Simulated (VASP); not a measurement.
Runs of VASP 6.6.1 on SrCl2. The structure is that of space group Fm-3m (No. 225), or close to it. The cells are those of the table. 

| cell | gap on the mesh (eV) | pressure (GPa) |
| --- | --- | --- |
| a = 4.933 Å, angles 60.0°, 3 atoms | 5.34 | (c) |
| a = 4.883 Å, angles 60.0°, 3 atoms | 5.46 | 2.3 |
| a = 4.982 Å, angles 60.0°, 3 atoms | (b) | (a) |
| a = 4.833 Å, angles 60.0°, 3 atoms | 5.47 | 3.8 |
| a = 5.030 Å, angles 60.0°, 3 atoms | 5.12 | -0.9 |

Alike in all rows: task single point; level PBE; potentials or basis VASP PAW PBE potentials, release 64 (Sr_sv, Cl); no spin polarisation; k mesh 6 × 6 × 6; cutoff (eV) 520; smearing gaussian 0.01 eV.

Q: Fill in the values left out.

A: (a) 0.0; (b) 5.22; (c) 1.1.

A k mesh can miss the band edges, and the runs leave out spin-orbit coupling on Sr.
